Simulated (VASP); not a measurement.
The system is CdAg.

```
CELL_PARAMETERS angstrom
3.38791 0.00000 0.00000
0.00000 3.38791 0.00000
0.00000 0.00000 3.38791
ATOMIC_POSITIONS crystal
Cd 0.50000 0.50000 0.50000
Ag 0.00000 0.00000 0.00000
```

* Program: VASP 6.6.1
* Task: relaxation of cell and atoms
* Functional: LDA
* Potentials or basis: VASP PAW LDA potentials, release 64 (Cd, Ag)
* Cutoff: 600 eV
* k mesh: 12 × 12 × 12
* Occupations: gaussian, width 0.1 eV
* Spin: no spin polarisation

At the start: pressure -8.7 GPa; volume 19.44 Å³/atom.

Task: Where does the relaxation end?

Result: Over 3 steps the energy falls by 59.0 meV/atom and the volume is 17.52 Å³/atom (-9.9 %); space group Pm-3m (No. 221, to 0.1 Å) before and after.

Step by step:
| step | energy change (eV) | largest force (eV/Å) | pressure (GPa) | volume (Å³) |
| --- | --- | --- | --- | --- |
| 1 | 0.0000 | 0.0000 | -8.71 | 38.89 |
| 2 | -0.0821 | 0.0000 | 6.78 | 33.23 |
| 3 | -0.1180 | 0.0000 | -0.03 | 35.04 |

Final structure:
```cif
data_structure
_symmetry_space_group_name_H-M 'P 1'
_symmetry_Int_Tables_number 1
_cell_length_a 3.2722
_cell_length_b 3.2722
_cell_length_c 3.2722
_cell_angle_alpha 90.000
_cell_angle_beta 90.000
_cell_angle_gamma 90.000
_cell_volume 35.04
loop_
_atom_site_label
_atom_site_type_symbol
_atom_site_fract_x
_atom_site_fract_y
_atom_site_fract_z
_atom_site_occupancy
Cd1 Cd 0.50000 0.50000 0.50000 1
Ag1 Ag 0.00000 0.00000 0.00000 1
```
